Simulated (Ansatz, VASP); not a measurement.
Ca in VASP and in Ansatz

```
Ca
1.0
     4.01185    0.00000    0.00000
    -2.00593    3.47437    0.00000
     0.00000    0.00000   13.81815
Ca
4
Direct
  0.00000 0.00000 0.00000
  0.33333 0.66667 0.25000
  0.00000 0.00000 0.50000
  0.66667 0.33333 0.75000
```

Alike in both runs: task single point; functional LDA; k mesh 12 × 12 × 4; occupations gaussian, width 0.1 eV; no spin polarisation.

|  | VASP | Ansatz |
| --- | --- | --- |
| version | VASP 6.6.1 | Ansatz 0.2.0 |
| potentials or method | VASP PAW LDA potentials, release 64 (Ca_sv), cutoff 520 eV | scalar-relativistic, plane waves, PAW |
| valence electrons in the cell | 40 | 40 |

|  | VASP | Ansatz | Ansatz less VASP |
| --- | --- | --- | --- |
| gap on the k mesh at the Fermi level (eV) | none | none | - |
| pressure (GPa) | -3.1 | -3.0 | +0.01 |
| traceless stress, the component that is largest in VASP (GPa) | -0.65 | -0.64 | +0.002 |

LDA's correlation is that of Perdew and Zunger in VASP and of Perdew and Wang (1992) in Ansatz. A gap of «none» marks a metal or a gap that the smearing closes.
